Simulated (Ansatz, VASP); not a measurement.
## Al3Ga2As5 in VASP and in Ansatz

```
CELL_PARAMETERS angstrom
-2.02978 10.13994 2.86290
2.02978 -10.13994 2.86290
2.02978 10.13994 -2.86290
ATOMIC_POSITIONS crystal
Al 0.00006 0.00006 0.00000
Al 0.79951 0.99963 0.79988
Al 0.19974 0.99963 0.20012
Ga 0.60000 0.00002 0.59998
Ga 0.40004 0.00002 0.40002
As 0.34858 0.24849 0.10009
As 0.75171 0.25171 0.50000
As 0.14841 0.24849 0.89991
As 0.55072 0.25098 0.29975
As 0.95123 0.25098 0.70025
```

Alike in both runs: functional PBE; k mesh 6 × 6 × 6; occupations gaussian, width 0.1 eV; no spin polarisation.

Ansatz relaxed the structure, and its values are those at the end. VASP's run is a single point on that final structure, the one shown.

|  | VASP | Ansatz |
| --- | --- | --- |
| version | VASP 6.6.1 | Ansatz 0.2.0 |
| potentials or method | VASP PAW PBE potentials, release 64 (Al, Ga_d, As), cutoff 520 eV | scalar-relativistic, plane waves, PAW |
| valence electrons in the cell | 60 | 110 |

|  | VASP | Ansatz | Ansatz less VASP |
| --- | --- | --- | --- |
| gap on the k mesh at the Fermi level (eV) | 1.09 | 1.09 | -0.003 |
| least direct gap on the mesh (eV) | 1.09 | 1.09 | -0.003 |
| pressure (GPa) | 0.2 | 0.0 | -0.16 |

VASP's potentials hold 60 valence electrons a cell and Ansatz's 110, so a difference there can come from the potentials and not from the codes.
